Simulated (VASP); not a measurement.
Input of a VASP 6.6.1 run:

The input INCAR:

```
SYSTEM = Ba
PREC     = Accurate       ! precision mode
ENCUT    = 500            ! plane-wave cutoff, eV
EDIFF    = 1E-6           ! SCF threshold, eV
ISMEAR   = 0              ! smearing method
SIGMA    = 0.1            ! smearing width, eV
LREAL    = .FALSE.        ! projectors in reciprocal space
LASPH    = .TRUE.         ! aspherical terms in the spheres
NELM     = 120            ! most SCF steps
ALGO     = Normal         ! electronic algorithm
ISIF     = 2              ! what is computed and relaxed
LWAVE    = .FALSE.        ! write WAVECAR
LCHARG   = .FALSE.        ! write CHGCAR
GGA      = PS             ! functional
NBANDS   = 11             ! bands
GGA_COMPAT= .FALSE.
```

Contents of KPOINTS:

```
Automatic mesh
0
G
  6 6 6
  0 0 0
```

POSCAR

```
Ba
1.0
   -2.5000000000      2.5000000000      2.5000000000
    2.5000000000     -2.5000000000      2.5000000000
    2.5000000000      2.5000000000     -2.5000000000
Ba
1
Direct
    0.0000000000      0.0000000000      0.0000000000
```

Potentials or basis: VASP PAW PBE potentials, release 64 (Ba_sv).

Command:

```sh
$ cat potpaw_PBE.64/Ba_sv/POTCAR > POTCAR
$ mpirun -np 1 vasp_std > vasp.out
```

(1) What does it give for the band gap on the k mesh?

(2) Predict the pressure.

Answers

(1) zero (bands 5 and 6 overlap by 0.63 eV).

(2) -0.4 GPa.

Caveat: the PAW data sets were made with another functional, which shifts forces and pressure a little; spin-orbit coupling is left out, which moves the levels of the heavy elements.
